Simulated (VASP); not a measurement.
Input of a VASP 6.6.1 run:

The input INCAR:

```
PREC = Accurate
ENCUT = 520
EDIFF = 1E-6
ISMEAR = 0
SIGMA = 0.05
LREAL = F
LASPH = T
NELM = 60
ALGO = Normal
ISIF = 2
LWAVE = F
LCHARG = T
GGA = PS
LELF = T
LVHAR = T
NBANDS = 18
```

KPOINTS

```
Automatic mesh
0
Gamma
  12 12 6
```

File POSCAR:

```
NiO2
1.0
    2.7304424938      0.0000000000      0.0000000000
   -1.3652212469      2.3646325632      0.0000000000
    0.0000000000      0.0000000000      5.1695467736
Ni O
1 2
Direct
    0.0000000000      0.0000000000      0.5000000000
    0.6666666667      0.3333333333      0.7127976082
    0.3333333333      0.6666666667      0.2872023918
```

Potentials or basis: VASP PAW PBE potentials, release 64 (Ni, O).

Run with:

```bash
$ cat potpaw_PBE.64/Ni/POTCAR potpaw_PBE.64/O/POTCAR > POTCAR
$ mpirun -np 1 vasp_std > vasp.out
```

**Question.** What does it give for the largest force?

**Answer.** 2.321 eV/Å.

**Question.** Estimate the pressure.

**Answer.** -12.1 GPa.

Stress tensor (GPa, compression positive):
```
 -5.77   0.00   0.00
  0.00  -5.77   0.00
  0.00   0.00 -24.83
```

Caveat: the PAW data sets were made with another functional, which shifts forces and pressure a little. Spin polarisation is off, so any magnetic state and its effect on volume and gap are missing.
